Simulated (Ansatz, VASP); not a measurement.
## One calculation of Hf, two programs

The input INCAR:

```
PREC = Accurate
ENCUT = 520
EDIFF = 1E-7
ISMEAR = -1
SIGMA = 0.1
LREAL = False
LASPH = True
NELM = 100
ALGO = Normal
ISIF = 2
LWAVE = False
LCHARG = False
GGA = B5
ALDAX = 1.0
AGGAX = 1.0
AGGAC = 1.0
ALDAC = 0.0
NBANDS = 22
```

Contents of KPOINTS:

```
regular mesh
0
Gamma
  8 8 11
```

POSCAR

```
Hf
1.0
    5.2323719553      0.0000000000      0.0000000000
   -2.6161859776      4.5313670353      0.0000000000
    0.0000000000      0.0000000000      3.2510084372
Hf
3
Direct
    1.0000000000      0.0000000000      0.0000000000
    0.3333333333      0.6666666667      0.5000000000
    0.6666666667      0.3333333333      0.5000000000
```

Input for Ansatz:

```yaml
crystal:
  lattice:
    - [5.2323719553, 0.0, 0.0]
    - [-2.6161859776, 4.5313670353, 0.0]
    - [0.0, 0.0, 3.2510084372]
  atoms:
    - { symbol: Hf, position: [1.0, 0.0, 0.0] }
    - { symbol: Hf, position: [0.3333333333, 0.6666666667, 0.5] }
    - { symbol: Hf, position: [0.6666666667, 0.3333333333, 0.5] }
hamiltonian:
  xc: blyp
  pseudopotentials:
    kind: paw
    azcp:
      Hf: "pseudopotentials/Hf.paw.azcp"
basis:
  ecutwfc: 420
  fft_grid_basis: typed
kpoints:
  mp_grid: { grid: [8, 8, 11], shift: [0, 0, 0] }
magnetization:
  spin_polarized: false
scf:
  occupations: { method: fermi_dirac, width: 0.1 }
  lower_state_search: "off"
output:
  stress: true
  write_density: true
  write_potential: true
  elf: true
  volumetric_format: npy
```

Alike in both runs: task single point; functional BLYP; k mesh 8 × 8 × 11; occupations fermi-dirac, width 0.1 eV; no spin polarisation.

```csv
,VASP,Ansatz
version,VASP 6.6.1,Ansatz 0.2.0
potentials or method,"VASP PAW PBE potentials, release 64 (Hf_pv), cutoff 520 eV","plane waves (420 eV) with PAW, scalar-relativistic"
valence electrons in the cell,30,78
```

VASP gave:

| Property | Result |
| --- | --- |
| pressure (GPa) | -9.3 |
| traceless stress, the component that is largest in VASP (GPa) | 0.16 |

Problem. Which values does Ansatz return?

Solution. Pressure (GPa): -9.2; traceless stress, the component that is largest in VASP (GPa): 0.12.

VASP's potentials were made for PBE, not for BLYP. VASP's potentials hold 30 valence electrons a cell and Ansatz's 78, so a difference there can come from the potentials and not from the codes.

Neither program's run includes spin-orbit coupling.
